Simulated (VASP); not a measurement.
Wanted: the native input for a VASP 6.6.1 run.

```yaml
Task: single point
Functional: PBE
Potentials_or_basis: VASP PAW PBE potentials, release 64 (Pb_d, S)
Cutoff: 520 eV
k_mesh: 10 × 10 × 10
Occupations: gaussian, width 0.05 eV
Spin: no spin polarisation
Dipole_correction: no
Further_INCAR_settings: ALGO = Normal; EDIFF = 1e-07; NBANDS = 17
```

The structure of PbS lies in POSCAR:

```
PbS
1.0
    0.0593000000      2.8506399500      2.8506399500
    2.9099399500      0.0000000000      2.9099399500
    2.9099399500      2.9099399500      0.0000000000
Pb S
1 1
Direct
    0.0000000000      0.0000000000      0.0000000000
    0.5000000000      0.5000000000      0.5000000000
```

This cell differs from its parent crystal: strained.

These files were run (other wordings do the same):

INCAR

```
SYSTEM = PbS
PREC = Accurate ; ENCUT = 520
EDIFF = 1E-7 ; ISMEAR = 0
SIGMA = 0.05 ; LREAL = .False.
LASPH = .True. ; NELM = 80
ALGO = Normal ; ISIF = 2
LWAVE = .False. ; LCHARG = .False.
GGA = PE ; NBANDS = 17
```

KPOINTS

```
regular mesh
0
Gamma
  10 10 10
  0 0 0
```

Potentials or basis: VASP PAW PBE potentials, release 64 (Pb_d, S).

Launch:

```console
$ cat potpaw_PBE.64/Pb_d/POTCAR potpaw_PBE.64/S/POTCAR > POTCAR
$ mpirun -np 1 vasp_std > vasp.out
```

It gave:

* Pressure: 8.6 GPa
* Band gap on the k mesh: zero (band 10 reaches 7.20 eV, above the bottom of band 11 at 7.01 eV)

Caveat: the cell differs from its parent crystal (strained); spin-orbit coupling is left out, which moves the levels of the heavy elements.

Wall time 36 s on 1 thread of Intel(R) Xeon(R) 6975P-C (Granite Rapids) (shared host), peak memory 0.24 GiB.
